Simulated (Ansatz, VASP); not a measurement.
# SiNi3 in VASP and in Ansatz

```
Ni Si
1.0
     3.58861    0.00000    0.00000
     0.00000    3.58861    0.00000
     0.00000    0.00000    3.58861
Ni Si
3 1
Direct
  0.50000 0.50000 0.00000
  0.50000 0.00000 0.50000
  0.00000 0.50000 0.50000
  0.00000 0.00000 0.00000
```

Change from the starting cell: volume scaled by 1.04.

Alike in both runs: task single point; functional PBE; k mesh 8 × 8 × 8; occupations fermi-dirac, width 0.05 eV; collinear spin.

|  | VASP | Ansatz |
| --- | --- | --- |
| version | VASP 6.6.1 | Ansatz 0.2.0 |
| potentials or method | VASP PAW PBE potentials, release 64 (Ni, Si), cutoff 520 eV | all-electron LAPW, scalar-relativistic |

```csv
,VASP,Ansatz,Ansatz less VASP
gap on the k mesh at the Fermi level (eV),none,none,-
pressure (GPa),-12.4,-12.6,-0.16
net moment per atom (μB),0.00,0.00,0.000
```

A gap of «none» marks a metal or a gap that the smearing closes. Ansatz ran all-electron here, and VASP with PAW potentials.
